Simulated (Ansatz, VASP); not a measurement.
Two plane-wave programs on As

```
CELL_PARAMETERS angstrom
4.13109 2.38509 4.62407
-4.13109 2.38509 4.62407
0.00000 -4.77017 4.62407
ATOMIC_POSITIONS crystal
As 0.03638 0.65382 0.03638
As 0.03638 0.03638 0.65382
As 0.65382 0.03638 0.03638
As 0.96362 0.34618 0.96362
As 0.34618 0.96362 0.96362
As 0.96362 0.96362 0.34618
As 0.28750 0.60381 0.28750
As 0.28750 0.28750 0.60381
As 0.60381 0.28750 0.28750
As 0.71250 0.39619 0.71250
As 0.39619 0.71250 0.71250
As 0.71250 0.71250 0.39619
```

Alike in both runs: functional PBEsol; k mesh 3 × 3 × 3; occupations gaussian, width 0.1 eV; no spin polarisation.

Ansatz relaxed the structure, and its values are those at the end. VASP's run is a single point on that final structure, the one shown.

|  | VASP | Ansatz |
| --- | --- | --- |
| version | VASP 6.6.1 | Ansatz 0.2.0 |
| potentials or method | VASP PAW PBE potentials, release 64 (As_d), cutoff 600 eV | scalar-relativistic, plane waves, PAW |
| valence electrons in the cell | 180 | 180 |

|  | VASP | Ansatz | Ansatz less VASP |
| --- | --- | --- | --- |
| gap on the k mesh at the Fermi level (eV) | none | none | - |
| pressure (GPa) | 0.1 | 0.0 | -0.09 |
| rms of the force components (eV/Å) | 0.003 | 0.005 | +0.0018 |

VASP's potentials were made for PBE, not for PBEsol. A gap of «none» marks a metal or a gap that the smearing closes. The functional is the same, so the differences come from potentials, cutoffs and numerics.
